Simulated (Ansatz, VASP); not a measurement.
## Te2Mo: VASP beside Ansatz

```
Te Mo
1.0
     3.56023    0.00000    0.00000
    -1.78012    3.08325    0.00000
     0.00000    0.00000   17.52406
Te Mo
2 1
Direct
  0.32211 0.62414 0.89202
  0.35189 0.71221 0.10554
  0.99267 0.99699 0.00244
```

Change from the starting cell: all atoms moved at random (sigma 0.1 Å a component).

Alike in both runs: task single point; functional LDA; k mesh 12 × 12 × 2; occupations gaussian, width 0.05 eV; no spin polarisation.

|  | VASP | Ansatz |
| --- | --- | --- |
| version | VASP 6.6.1 | Ansatz 0.2.0 |
| potentials or method | VASP PAW LDA potentials, release 64 (Te, Mo_sv), cutoff 520 eV | scalar-relativistic, plane waves, PAW |
| valence electrons in the cell | 26 | 46 |

```tsv
	VASP	Ansatz	Ansatz less VASP
gap on the k mesh at the Fermi level (eV)	1.06	1.05	-0.006
least direct gap on the mesh (eV)	1.11	1.10	-0.002
rms of the force components (eV/Å)	0.783	0.794	+0.0109
```

LDA's correlation is that of Perdew and Zunger in VASP and of Perdew and Wang (1992) in Ansatz. Atom by atom the forces differ by 0.021 eV/Å (rms over components). VASP's potentials hold 26 valence electrons a cell and Ansatz's 46, so a difference there can come from the potentials and not from the codes.

Spin-orbit coupling is off throughout.
